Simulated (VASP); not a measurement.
Set up this calculation in VASP 6.6.1, as the native input.

```
Task                   : single point
Functional             : PBE
Potentials or basis    : VASP PAW PBE potentials, release 64 (Zn, In_d, Ga_d, O)
Cutoff                 : 520 eV
k mesh                 : 12 × 12 × 12
Occupations            : gaussian, width 0.05 eV
Spin                   : no spin polarisation
Dipole correction      : no
Further INCAR settings : ALGO = Normal; EDIFF = 1e-07; NBANDS = 40
```

The structure of ZnInGaO4 lies in POSCAR:

```
ZnInGaO4
1.0
    1.6803268679      0.9701371695      8.7134054620
   -1.6803268679      0.9701371695      8.7134054620
    0.0000000000     -1.9402743390      8.7134054620
Zn In Ga O
1 1 1 4
Direct
    0.2183820000      0.2183820000      0.2183820000
   -0.0048830461     -0.0048830461     -0.0048830461
    0.7870340000      0.7870340000      0.7870340000
    0.2951430000      0.2951430000      0.2951430000
    0.7113580000      0.7113580000      0.7113580000
    0.1217170000      0.1217170000      0.1217170000
    0.8635990000      0.8635990000      0.8635990000
```

This cell differs from its parent crystal: atom 2 (In) moved -0.200 Å along Cartesian [0 0 1].

The input as run:

INCAR

```
PREC = Accurate
ENCUT = 520
EDIFF = 1E-7
ISMEAR = 0
SIGMA = 0.05
LREAL = False
LASPH = True
NELM = 80
ALGO = Normal
ISIF = 2
LWAVE = False
LCHARG = False
GGA = PE
NBANDS = 40
```

KPOINTS

```
regular mesh
0
Gamma
  12 12 12
```

Potentials or basis: VASP PAW PBE potentials, release 64 (Zn, In_d, Ga_d, O).

Command:

```console
$ cat potpaw_PBE.64/Zn/POTCAR potpaw_PBE.64/In_d/POTCAR potpaw_PBE.64/Ga_d/POTCAR potpaw_PBE.64/O/POTCAR > POTCAR
$ mpirun -np 1 vasp_std > vasp.out
```

It gave:

| Quantity | Value |
| --- | --- |
| Pressure | 0.7 GPa |
| Largest force | 3.178 eV/Å |
| Band gap on the k mesh | 1.00 eV (least direct gap 1.05 eV) |

Caveat: the cell differs from its parent crystal (atom 2 (In) moved -0.200 Å along Cartesian [0 0 1]); spin-orbit coupling is left out, which moves the levels of the heavy elements; forces of over 1 eV/Å act on the atoms, so gaps and moduli don't describe the material at rest.

Wall time 92 min on 1 thread of Intel(R) Xeon(R) Platinum 8259CL CPU @ 2.50GHz (Skylake/Cascade Lake) (shared host), peak memory 1.1 GiB.
